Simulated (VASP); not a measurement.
Runs of VASP 6.6.1 on Ta. The structure is that of space group Im-3m (No. 229), or close to it. The cells are those of the table. 

```tsv
task	cell	cutoff (eV)	smearing	gap on the mesh (eV)	pressure (GPa)	relaxed volume (Å³/atom)
relaxation of cell and atoms	relaxed from a = 2.817 Å, angles 109.5°, 1 atom	600	fermi-dirac 0.15 eV	none	0.0	(a)
single point	a = 2.819 Å, angles 109.5°, 1 atom	520	fermi-dirac 0.15 eV	none	0.9	-
single point	a = 2.817 Å, angles 109.5°, 1 atom	520	gaussian 0.1 eV	none	0.9	-
relaxation of cell and atoms	relaxed from a = 2.812 Å, angles 109.5°, 1 atom	600	gaussian 0.1 eV	none	0.0	17.28
```

Alike in all rows: level LDA; potentials or basis VASP PAW LDA potentials, release 64 (Ta_pv); no spin polarisation; k mesh 18 × 18 × 18.

Task: Fill in the values left out.

Result: (a) 17.31.

Caveats: spin-orbit coupling is left out, which moves the levels of the heavy elements.

A k mesh can miss the band edges, and the runs leave out spin-orbit coupling on Ta.

A gap of «none» marks levels without a gap at the run's occupations.
